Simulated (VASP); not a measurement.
# Al2Au (I4mm) in VASP: a series of runs

Runs on Al2Au. Level: PBE. Tasks: single point.

Everything below comes from runs of VASP 6.6.1. Logs are shortened: lines on timing, memory, paths and dates and some standing lists are left out, and cuts for length are marked.

## 1. The cell of the first run

The structure is tetragonal, space group I4mm (No. 107). Conventional cell: a = 4.528 Å, b = 4.528 Å, c = 5.863 Å, α = 90.00°, β = 90.00°, γ = 90.00°. Within 3.4 Å of Al (site symmetry 2mm) lie 4 Au at 2.54 to 2.88 Å and 6 Al at 2.93 to 3.20 Å. Au (site symmetry 4mm) has 8 Al at 2.54 to 2.88 Å within 3.4 Å.

## 2. Single point, PBE (strained and its atoms moved)

INCAR

```
SYSTEM = Al2Au
ALGO = Fast
EDIFF = 1E-6
ENCUT = 520
GGA = PE
ISIF = 2
ISMEAR = 0
LASPH = .TRUE.
LCHARG = .TRUE.
LELF = .TRUE.
LREAL = .FALSE.
LVHAR = .TRUE.
LWAVE = .FALSE.
NBANDS = 16
NELM = 80
PREC = Accurate
SIGMA = 0.1
```

KPOINTS

```
k-points
0
G
  10 10 10
  0 0 0
```

POSCAR

```
Al2Au
1.0
    0.0000000000      3.2016300000      2.9316300000
    3.2016300000      0.0000000000      2.9316300000
    3.2016300000      3.2016300000      0.0000000000
Al Au
2 1
Direct
    0.2676776695      0.2676776695      0.2323223305
    0.7676776695      0.7676776695      0.7323223305
   -0.0353553391     -0.0353553391      0.0353553391
```

Potentials or basis: VASP PAW PBE potentials, release 64 (Al, Au).

On the command line:

```
> cat potpaw_PBE.64/Al/POTCAR potpaw_PBE.64/Au/POTCAR > POTCAR
> mpirun -np 1 vasp_std > vasp.out
```

OUTCAR:

```text
SYSTEM = Al2Au
   EDIFF = 1E-6
   ENCUT = 520
   GGA = PE
   ISIF = 2
   ISMEAR = 0
   LASPH = .TRUE.
   LREAL = .FALSE.
   NELM = 80
   PREC = Accurate

 ion  position               nearest neighbor table
   1  0.268  0.268  0.232-   3 2.54   3 2.54   3 2.88   3 2.88   2 2.93   2 2.93   2 3.20   2 3.20
                             2 3.20   2 3.20
   2  0.768  0.768  0.732-   3 2.54   3 2.54   3 2.88   3 2.88   1 2.93   1 2.93   1 3.20   1 3.20
                             1 3.20   1 3.20
   3  0.965  0.965  0.035-   2 2.54   1 2.54   1 2.54   2 2.54   2 2.88   1 2.88   2 2.88   1 2.88

  LATTYP: Found a body centered tetragonal cell.
 ALAT       =     4.5277885677
 C/A-ratio  =     1.2949500429

  Lattice vectors:

 A1 = (   0.0000000000,  -3.2016300000,  -2.9316300000)
 A2 = (   0.0000000000,   3.2016300000,  -2.9316300000)
 A3 = (   3.2016300000,   0.0000000000,   2.9316300000)

Analysis of symmetry for initial positions (statically):
=====================================================================
 Subroutine PRICEL returns:
 Original cell was already a primitive cell.

 Routine SETGRP: Setting up the symmetry group for a
 body centered tetragonal supercell.

 Subroutine GETGRP returns: Found  8 space group operations
 (whereof  8 operations were pure point group operations)
 out of a pool of 16 trial point group operations.

The static configuration has the point symmetry C_4v.

Analysis of symmetry for dynamics (positions and initial velocities):
=====================================================================
 Subroutine PRICEL returns:
 Original cell was already a primitive cell.

 Routine SETGRP: Setting up the symmetry group for a
 body centered tetragonal supercell.

 Subroutine GETGRP returns: Found  8 space group operations
 (whereof  8 operations were pure point group operations)
 out of a pool of 16 trial point group operations.

The dynamic configuration has the point symmetry C_4v.

 Subroutine INISYM returns: Found  8 space group operations
 (whereof  8 operations are pure point group operations),
 and found     1 'primitive' translations

----------------------------------------------------------------------------------------

                                     Primitive cell

  volume of cell :      60.1010

  direct lattice vectors                    reciprocal lattice vectors
[... 84 lines left out ...]
   LNONCOLLINEAR =      F non collinear calculations
   LSORBIT =      F    spin-orbit coupling
   LASPH  =      T    aspherical Exc in radial PAW
   ENCUT  =  520.0 eV  38.22 Ry    6.18 a.u.   8.07  8.07  8.42*2*pi/ulx,y,z
   NELM   =     80;   NELMIN=  2; NELMDL= -5     # of ELM steps
   EDIFF  = 0.1E-05   stopping-criterion for ELM
   LREAL  =      F    real-space projection
   EDIFFG = 0.1E-04   stopping-criterion for IOM
   NSW    =      0    number of steps for IOM
   IBRION =     -1    ionic relax: 0-MD 1-quasi-New 2-CG
   NFREE  =      0    steps in history (QN), initial steepest desc. (CG)
   ISIF   =      2    stress and relaxation
   ISYM   =      2    0-nonsym 1-usesym 2-fastsym
   POTIM  = 0.5000    time-step for ionic-motion
   TEBEG  =    0.0;   TEEND  =   0.0 temperature during run
   PSTRESS=    0.0 pullay stress
   NELECT =      17.0000    total number of electrons
   NUPDOWN=      -1.0000    fix difference up-down
   EMIN   =  10.00;   EMAX   =-10.00  energy-range for DOS
   EFERMI =   0.00;   METHOD = LEGACY
   ISMEAR =     0;   SIGMA  =   0.10  broadening in eV -4-tet -1-fermi 0-gaus
   EFERMI_NEDOS =   21; number of points for ismear=-14 and -15
   IALGO  =     68    algorithm
   IMIX   =      4    mixing-type and parameters
     AMIX     =   0.40;   BMIX     =  1.00
     AMIX_MAG =   1.60;   BMIX_MAG =  1.00
  volume/ion in A,a.u.               =      20.03       135.19
  Fermi-wavevector in a.u.,A,eV,Ry     =   1.074642  2.030780 15.712775  1.154856
  Thomas-Fermi vector in A             =   2.210476
   LORBIT       =      0    0 simple, 1 ext, 2 COOP (PROOUT), +10 PAW based schemes
   GGA     = PE    functional components
   LHFCALC =     F    Hartree Fock is set to
   AEXX    =    0.0000 exact exchange contribution
   IVDW    =     0    specifies the selected vdW correction
   LEPSILON=     F    determine dielectric tensor
   LRPA    =     F    only Hartree local field effects (RPA)
 non-spin polarized calculation
 RMM-DIIS sequential band-by-band and
 Gauss-broadening in eV      SIGMA  =   0.10
  energy-cutoff  :      520.00
  volume of cell :       60.10
 maximum number of plane-waves:      1636
   NGX = 17   NGY = 17   NGZ = 17

 number of electron      17.0000000 magnetization

 Free energy of the ion-electron system (eV)
  ---------------------------------------------------
  ext. energy  EPLUGINS =         0.00000000
  ---------------------------------------------------
  free energy    TOTEN  =       -11.64145308 eV

  energy without entropy =      -11.63640489  energy(sigma->0) =      -11.63892898

 E-fermi :   6.6597     XC(G=0): -10.0639

 val. band max:        6.6359325996   @ k =   0.5000   0.1000   0.0000
 cond. band min:       6.6742589213   @ k =   0.4000   0.4000   0.0000
 fundamental gap:      0.0383263216
 Fermi energy:         6.6597280106

 k-point     1 :       0.0000    0.0000    0.0000
  band No.  band energies     occupation
      1      -3.2062      2.00000
      2       0.3831      2.00000
      3       0.6403      2.00000
      4       0.6403      2.00000
      5       1.2216      2.00000
      6       1.4958      2.00000
[... 433 lines left out ...]
      3       1.0115      2.00000
      4       1.0720      2.00000
      5       1.3685      2.00000
      6       1.4572      2.00000
[... 8 lines left out ...]
     15      15.0344      0.00000
     16      16.5456      0.00000

 [... further k-points ...]
[... 5 lines left out ...]
  --------------------------------------------------------------------------------------
  -------------------------------------------------------------------------------------
  Total       -1.8399201     -1.8399201     -0.9148123      0.0000000      0.0000000      0.0000000
  in kB      -49.0487692    -49.0487692    -24.3871547      0.0000000      0.0000000      0.0000000
  external PRESSURE =     -40.8282311 kB  Pullay stress =       0.0000000 kB

 VOLUME and BASIS-vectors are now :
 -----------------------------------------------------------------------------
  energy-cutoff  :      520.00
  volume of cell :       60.10
      direct lattice vectors                 reciprocal lattice vectors
     0.000000000  3.201630000  2.931630000    -0.156170451  0.156170451  0.170553583
     3.201630000  0.000000000  2.931630000     0.156170451 -0.156170451  0.170553583
     3.201630000  3.201630000  0.000000000     0.156170451  0.156170451 -0.170553583

 POSITION                                       TOTAL-FORCE (eV/Angst)
 -----------------------------------------------------------------------------------
      1.60082      1.60082      1.56946        -0.000000     -0.000000     -0.731433
      4.80245      4.80245      4.50109         0.000000      0.000000     -0.731433
      3.20163      3.20163      5.65596         0.000000      0.000000      1.462865
 -----------------------------------------------------------------------------------
    total drift:                                0.000001      0.000001      0.001475

  FREE ENERGIE OF THE ION-ELECTRON SYSTEM (eV)
  ---------------------------------------------------
  free  energy   TOTEN  =       -11.6414530753 eV

  energy  without entropy=      -11.6364048902  energy(sigma->0) =      -11.63892898
```

OSZICAR:

```text
N       E                     dE             d eps       ncg     rms          rms(c)
DAV:   1     0.552548535047E+02    0.55255E+02   -0.67487E+03  3264   0.869E+02
DAV:   2    -0.112857900837E+02   -0.66541E+02   -0.60207E+02  3976   0.165E+02
DAV:   3    -0.127426265168E+02   -0.14568E+01   -0.14505E+01  4256   0.235E+01
DAV:   4    -0.127547576234E+02   -0.12131E-01   -0.12130E-01  3952   0.248E+00
DAV:   5    -0.127549957134E+02   -0.23809E-03   -0.23809E-03  4400   0.362E-01    0.806E+00
RMM:   6    -0.117414392723E+02    0.10136E+01   -0.40092E+00  3273   0.123E+01    0.355E+00
RMM:   7    -0.116652226908E+02    0.76217E-01   -0.16172E-01  3347   0.259E+00    0.191E+00
RMM:   8    -0.116425362802E+02    0.22686E-01   -0.42735E-02  3372   0.133E+00    0.291E-01
RMM:   9    -0.116413364877E+02    0.11998E-02   -0.11030E-02  3630   0.697E-01    0.252E-01
RMM:  10    -0.116414568078E+02   -0.12032E-03   -0.17883E-03  3621   0.284E-01    0.739E-02
RMM:  11    -0.116414451562E+02    0.11652E-04   -0.54886E-04  3661   0.146E-01    0.423E-02
RMM:  12    -0.116414501250E+02   -0.49688E-05   -0.12558E-04  3710   0.706E-02    0.753E-03
RMM:  13    -0.116414532104E+02   -0.30854E-05   -0.30009E-05  3815   0.336E-02    0.101E-02
RMM:  14    -0.116414530753E+02    0.13515E-06   -0.66830E-06  3041   0.159E-02
   1 F= -.11641453E+02 E0= -.11638929E+02  d E =-.504819E-02
```

Run time: 2.1 min. Hardware: 1 thread of AMD EPYC 7R43 (Zen 3), shared host; peak memory 0.22 GiB.

What came out:

* Free energy: -11.6415 eV
* Pressure: -4.1 GPa
* Largest force: 1.463 eV/Å
* Band gap on the k mesh: zero (an odd number of electrons rules out a gap without spin polarisation)

Forces on the atoms (eV/Å):
```
Al   0.000  0.000 -0.731
Al   0.000  0.000 -0.731
Au   0.000  0.000  1.463
```

Levels at points of the mesh, in eV from the Fermi level:
```csv
k point,band 6,band 7,band 8,band 9,band 10,band 11,band 12,band 13
"(0.00, 0.00, 0.00)",-5.16,1.30,2.34,2.34,3.00,3.32,3.87,3.87
"(0.50, 0.00, 0.00)",-5.23,-4.94,0.13,0.65,2.21,2.98,3.25,4.26
"(0.50, 0.50, 0.00)",-5.13,-4.38,-2.15,-2.15,-0.03,1.54,7.78,8.33
"(0.50, 0.00, 0.50)",-5.21,-4.81,-2.08,-1.26,0.87,2.13,7.41,7.92
```

Caveat: the cell differs from its parent crystal (strained and its atoms moved); the cell stands under tension; spin-orbit coupling is left out, which moves the levels of the heavy elements; forces of over 1 eV/Å act on the atoms, so gaps and moduli don't describe the material at rest.

## 3. Single point, PBE (strained and its atoms moved)

INCAR

```
SYSTEM = Al2Au
  ALGO = Normal
  EDIFF = 1E-6
  ENCUT = 520
  GGA = PE
  ISIF = 2
  ISMEAR = 0
  LASPH = .True.
  LCHARG = .False.
  LREAL = .False.
  LWAVE = .False.
  NBANDS = 16
  NELM = 60
  PREC = Accurate
  SIGMA = 0.1
```

KPOINTS

```
k-points
0
Gamma
  12 12 12
  0 0 0
```

POSCAR

```
Al2Au
1.0
    0.0000000000      2.8776300000      2.9676300000
    2.9676300000      0.0000000000      2.9676300000
    2.9676300000      2.8776300000      0.0000000000
Al Au
2 1
Direct
    0.2464644661      0.2535355339      0.2464644661
    0.7464644661      0.7535355339      0.7464644661
    0.0070710678     -0.0070710678      0.0070710678
```

Potentials or basis: VASP PAW PBE potentials, release 64 (Al, Au).

On the command line:

```
> cat potpaw_PBE.64/Al/POTCAR potpaw_PBE.64/Au/POTCAR > POTCAR
> mpirun -np 1 vasp_std > vasp.out
```

Wall time 2 min (1 thread of AMD EPYC 7R43 (Zen 3), shared host); peak memory 0.24 GiB.

It converged, with:

| Item | Value |
| --- | --- |
| Free energy | -11.8323 eV |
| Pressure | 12.1 GPa |
| Largest force | 0.640 eV/Å |
| Band gap on the k mesh | zero (an odd number of electrons rules out a gap without spin polarisation) |

Forces in eV/Å, atoms in the order of the input:
```
Al   0.000  0.320  0.000
Al   0.000  0.320  0.000
Au   0.000 -0.640  0.000
```

Stress tensor (GPa, compression positive):
```
11.65  0.00  0.00
 0.00 13.12  0.00
 0.00  0.00 11.65
```

Levels at points of the mesh, in eV from the Fermi level:
```
           k point  band 7  band 8  band 9  band 10  band 11  band 12
(0.00, 0.00, 0.00)    2.67    2.87    2.87     3.11     3.93     4.34
(0.50, 0.00, 0.00)   -5.68    0.19    0.42     3.37     3.82     3.94
(0.50, 0.50, 0.00)   -5.29   -2.33   -2.09     1.75     2.18     7.64
(0.50, 0.00, 0.50)   -5.14   -2.40   -2.40     1.37     1.98     7.67
```

Caveat: the cell differs from its parent crystal (strained and its atoms moved); the cell stands under pressure; spin-orbit coupling is left out, which moves the levels of the heavy elements.
